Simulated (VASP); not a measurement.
Crystal: Ti2B.

```xyz
6
Lattice="-2.8291 2.8291 2.3683 2.8291 -2.8291 2.3683 2.8291 2.8291 -2.3683" Properties=species:S:1:pos:R:3 pbc="T T T"
Ti    0.9302    3.7593    0.0000
Ti    1.8989   -0.9302    2.3683
Ti    0.9302    1.8989    2.3683
Ti    1.8989    0.9302    0.0000
B     0.0000    0.0000    3.5524
B     0.0000    0.0000    1.1841
```

Base run:

- Program: VASP 6.6.1
- Functional: PBE
- Potentials or basis: VASP PAW PBE potentials, release 64 (Ti_sv, B)
- Cutoff: 520 eV
- k mesh: 5 × 5 × 5
- Occupations: fermi-dirac, width 0.1 eV
- Spin: no spin polarisation

Its results: band gap on the k mesh zero (band 27 reaches 8.89 eV, above the bottom of band 28 at 8.18 eV); pressure 0.8 GPa.

Question: The run is repeated on the same cell with these changes: k mesh from 5 × 5 × 5 to 3 × 3 × 3. What comes out?

Answer: Band gap on the k mesh zero (band 27 reaches 9.22 eV, above the bottom of band 28 at 8.30 eV); pressure 0.3 GPa.

Caveats: some runs use coarse meshes.
